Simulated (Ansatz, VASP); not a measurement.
## One calculation of SiCl, two programs

The input INCAR:

```
SYSTEM = SiCl
ALGO = Normal ; EDIFF = 1E-6
ENCUT = 520 ; GGA = PE
ISIF = 2 ; ISMEAR = 0
LASPH = .TRUE. ; LCHARG = .FALSE.
LREAL = .FALSE. ; LWAVE = .FALSE.
NBANDS = 12 ; NELM = 100
PREC = Accurate ; SIGMA = 0.1
```

Contents of KPOINTS:

```
k-points
0
G
  6 6 4
  0 0 0
```

File POSCAR:

```
SiCl
1.0
    3.1542287600      0.0000000000      0.0000000000
    0.0000000000      3.1542287600      0.0000000000
    0.0000000000      0.0000000000      3.7828658200
Si Cl
1 1
Direct
    0.5000000000      0.5000000000      0.5000000000
    0.0000000000      0.0000000000      0.0000000000
```

Input for Ansatz:

```yaml
crystal:
  lattice:
    - [3.15422876, 0.0, 0.0]
    - [0.0, 3.15422876, 0.0]
    - [0.0, 0.0, 3.78286582]
  atoms:
    - { symbol: Si, position: [0.5, 0.5, 0.5] }
    - { symbol: Cl, position: [0.0, 0.0, 0.0] }
basis:
  ecutwfc: 420
kpoints:
  mp_grid: { grid: [6, 6, 4] }
hamiltonian:
  xc: pbe
scf:
  occupations: { method: gaussian, width: 0.1 }
  lower_state_search: "off"
output:
  forces: true
  stress: true
  eigenvalues: true
```

Change from the starting cell: species swapped into the CdPd type (P4/mmm, No. 123).

Alike in both runs: task single point; functional PBE; k mesh 6 × 6 × 4; occupations gaussian, width 0.1 eV; no spin polarisation.

|  | VASP | Ansatz |
| --- | --- | --- |
| version | VASP 6.6.1 | Ansatz 0.2.0 |
| potentials or method | VASP PAW PBE potentials, release 64 (Si, Cl), cutoff 520 eV | scalar-relativistic, plane waves, PAW |
| valence electrons in the cell | 11 | 11 |

|  | VASP | Ansatz | Ansatz less VASP |
| --- | --- | --- | --- |
| gap on the k mesh at the Fermi level (eV) | none | none | - |
| pressure (GPa) | 1.7 | 1.7 | +0.01 |
| traceless stress, the component that is largest in VASP (GPa) | 1.33 | 1.27 | -0.061 |

A gap of «none» marks a metal or a gap that the smearing closes. With one functional, cell and mesh, what is left measures potentials, basis and numerics.

The k mesh is coarse, so the values compare programs but aren't converged.
